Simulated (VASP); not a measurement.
Set up this calculation in VASP 6.6.1, as the native input.

| Property | Result |
| --- | --- |
| Task | single point |
| Functional | PBEsol |
| Potentials or basis | VASP PAW PBE potentials, release 64 (Ti_sv) |
| Cutoff | 520 eV |
| k mesh | 12 × 12 × 14 |
| Occupations | gaussian, width 0.15 eV |
| Spin | no spin polarisation |
| Dipole correction | no |
| Further INCAR settings | ALGO = Fast; EDIFF = 1e-06; NBANDS = 25 |

The structure of Ti lies in POSCAR:

```
Ti
1.0
    4.4607000000      0.0000000000      0.0000000000
   -2.2303500000      3.8630795187      0.0000000000
    0.0000000000      0.0000000000      2.9998000000
Ti
3
Direct
    0.0000000000      0.0000000000      0.0000000000
    0.3333333333      0.6666666667      0.5000000000
    0.6666666667      0.3333333333      0.5000000000
```

The input as run:

INCAR

```
PREC = Accurate
ENCUT = 520
EDIFF = 1E-6
ISMEAR = 0
SIGMA = 0.15
LREAL = False
LASPH = True
NELM = 60
ALGO = Fast
ISIF = 2
LWAVE = False
LCHARG = True
GGA = PS
LELF = True
LVHAR = True
NBANDS = 25
```

KPOINTS

```
regular mesh
0
Gamma
  12 12 14
```

Potentials or basis: VASP PAW PBE potentials, release 64 (Ti_sv).

Run with:

```bash
$ cat potpaw_PBE.64/Ti_sv/POTCAR > POTCAR
$ mpirun -np 1 vasp_std > vasp.out
```

It gave:

```
Pressure               : -5.2 GPa
Band gap on the k mesh : zero (band 18 reaches 8.59 eV, above the bottom of band 19 at 8.05 eV)
```

Caveat: the PAW data sets were made with another functional, which shifts forces and pressure a little.

It took 4.4 min on 1 thread of Intel(R) Xeon(R) 6975P-C (Granite Rapids) (shared host), peak memory 0.28 GiB.
